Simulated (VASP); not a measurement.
Crystal: Nb.

```
CELL_PARAMETERS angstrom
-1.60539 1.60539 1.60539
1.60539 -1.60539 1.60539
1.60539 1.60539 -1.60539
ATOMIC_POSITIONS crystal
Nb 0.00000 0.00000 0.00000
```

- Program: VASP 6.6.1
- Task: relaxation of cell and atoms
- Functional: PBE
- Potentials or basis: VASP PAW PBE potentials, release 64 (Nb_sv)
- Cutoff: 500 eV
- k mesh: 8 × 8 × 8
- Occupations: gaussian, width 0.1 eV
- Spin: no spin polarisation

At the start: pressure 19.4 GPa; volume 16.55 Å³/atom.

How do energy, volume and symmetry change on relaxing?

Over 4 steps the energy falls by 88.5 meV/atom and the volume is 18.14 Å³/atom (+9.6 %); space group Im-3m (No. 229, to 0.05 Å).

Step by step:
```tsv
step	energy change (eV)	largest force (eV/Å)	pressure (GPa)	volume (Å³)
1	0.0000	0.0000	19.38	16.55
2	0.2224	0.0000	-23.12	21.82
3	-0.0883	0.0000	-0.95	18.23
4	-0.0885	0.0000	-0.09	18.14
```

Final structure:
```xyz
1
Lattice="-1.6552 1.6552 1.6552 1.6552 -1.6552 1.6552 1.6552 1.6552 -1.6552" Properties=species:S:1:pos:R:3 pbc="T T T"
Nb    0.0000    0.0000    0.0000
```
